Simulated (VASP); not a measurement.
Here is a VASP 6.6.1 calculation.

Contents of INCAR:

```
PREC     = Accurate       # precision mode
ENCUT    = 520            # plane-wave cutoff, eV
EDIFF    = 1E-7           # SCF threshold, eV
ISMEAR   = 0              # smearing method
SIGMA    = 0.2            # smearing width, eV
LREAL    = F              # projectors in reciprocal space
LASPH    = T              # aspherical terms in the spheres
NELM     = 100            # most SCF steps
ALGO     = Normal         # electronic algorithm
ISIF     = 2              # what is computed and relaxed
LWAVE    = F              # write WAVECAR
LCHARG   = F              # write CHGCAR
GGA      = PE             # functional
NBANDS   = 14             # bands
```

File KPOINTS:

```
Automatic mesh
0
Gamma
  8 6 6
```

The input POSCAR:

```
Al
1.0
   -1.4511783780      1.4503192284     -2.0519041757
    4.2618508912      1.4369669278     -1.9942669546
   -1.4381135707     -4.2610319046     -1.9957693349
Al
4
Direct
   -0.0000541772      0.2499923373      0.7500010641
    0.5000013510      0.7499924820      0.7500043550
    0.0000491204      0.7500051116      0.2500004308
    0.5000037057      0.2500100690      0.2499941500
```

Potentials or basis: VASP PAW PBE potentials, release 64 (Al).

The run is started by

```bash
$ cat potpaw_PBE.64/Al/POTCAR > POTCAR
$ mpirun -np 1 vasp_std > vasp.out
```

Task: What does it give for the pressure?

Result: 0.0 GPa.

Task: What does it give for the band gap on the k mesh?

Result: Zero (bands 6 and 7 overlap by 4.03 eV).

Stress tensor (GPa, compression positive):
```
-0.02 -0.01 -0.09
-0.01  0.01  0.07
-0.09  0.07  0.04
```
